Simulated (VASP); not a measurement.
Here is a VASP 6.6.1 calculation.

File INCAR:

```
SYSTEM = BC5
ALGO = Normal
EDIFF = 1E-6
ENCUT = 520
GGA = PE
ISIF = 2
ISMEAR = 0
LASPH = .True.
LCHARG = .False.
LREAL = .False.
LWAVE = .False.
NBANDS = 20
NELM = 60
PREC = Accurate
SIGMA = 0.1
```

Contents of KPOINTS:

```
k-points
0
Gamma
  4 4 4
  0 0 0
```

POSCAR

```
BC5
1.0
    2.3207347600     -3.4005117000      0.0000000000
    2.3207347600      3.4005117000      0.0000000000
    0.0000000000      0.0000000000      5.5306750900
B C
1 5
Direct
    0.0000000000      0.0000000000      0.5000000000
    0.5000000000      0.5000000000      0.0000000000
    0.1640461900      0.1640461900      0.0000000000
    0.8359538100      0.8359538100      0.0000000000
    0.7841477300      0.2158522700      0.5000000000
    0.2158522700      0.7841477300      0.5000000000
```

Potentials or basis: VASP PAW PBE potentials, release 64 (B, C).

Launch:

```console
$ cat potpaw_PBE.64/B/POTCAR potpaw_PBE.64/C/POTCAR > POTCAR
$ mpirun -np 1 vasp_std > vasp.out
```

**Question.** Predict the largest force.

**Answer.** 0.790 eV/Å.

**Question.** Estimate the band gap on the k mesh.

**Answer.** Zero (an odd number of electrons rules out a gap without spin polarisation).

**Question.** What does it give for the pressure?

**Answer.** -32.6 GPa.

Forces in eV/Å, atoms in the order of the input:
```
B    0.000  0.000  0.000
C    0.000  0.000  0.000
C    0.790  0.000  0.000
C   -0.790  0.000  0.000
C    0.000  0.437  0.000
C    0.000 -0.437  0.000
```

Caveat: the k points lie up to 0.41 Å⁻¹ apart, too coarse for converged energies and pressures of a metal; an odd number of electrons without spin polarisation forces a metal; a magnetic or distorted state may lie lower.
